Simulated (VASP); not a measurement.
Set up this calculation in VASP 6.6.1, as the native input.

```yaml
Task: single point
Functional: PBE
Potentials_or_basis: VASP PAW PBE potentials, release 64 (Ga_d, N)
Cutoff: 520 eV
k_mesh: 12 × 12 × 6
Occupations: gaussian, width 0.02 eV
Spin: no spin polarisation
Dipole_correction: no
Further_INCAR_settings: ALGO = Normal; EDIFF = 1e-06; NBANDS = 26
```

The structure of GaN lies in POSCAR:

```
GaN
1.0
    3.2183958064      0.0000000000      0.0000000000
   -1.6091979032      2.7872125278      0.0000000000
    0.0000000000      0.0000000000      5.2430912962
Ga N
2 2
Direct
    0.6666666667      0.3333333333      0.4991447125
    0.3333333333      0.6666666667      0.9991447125
    0.6666666667      0.3333333333      0.8758552875
    0.3333333333      0.6666666667      0.3758552875
```

The input as run:

INCAR

```
SYSTEM = GaN
PREC     = Accurate       ! precision mode
ENCUT    = 520            ! plane-wave cutoff, eV
EDIFF    = 1E-6           ! SCF threshold, eV
ISMEAR   = 0              ! smearing method
SIGMA    = 0.02           ! smearing width, eV
LREAL    = .False.        ! projectors in reciprocal space
LASPH    = .True.         ! aspherical terms in the spheres
NELM     = 100            ! most SCF steps
ALGO     = Normal         ! electronic algorithm
ISIF     = 2              ! what is computed and relaxed
LWAVE    = .False.        ! write WAVECAR
LCHARG   = .False.        ! write CHGCAR
GGA      = PE             ! functional
NBANDS   = 26             ! bands
```

KPOINTS

```
regular mesh
0
Gamma
  12 12 6
  0 0 0
```

Potentials or basis: VASP PAW PBE potentials, release 64 (Ga_d, N).

The run is started by

```sh
$ cat potpaw_PBE.64/Ga_d/POTCAR potpaw_PBE.64/N/POTCAR > POTCAR
$ mpirun -np 1 vasp_std > vasp.out
```

Results of the run:

```json
{
  "Pressure": "0.1 GPa",
  "Band gap on the k mesh": "1.72 eV"
}
```

Wall time 95 s on 1 thread of Intel Xeon 8259CL (shared host), peak memory 0.21 GiB.
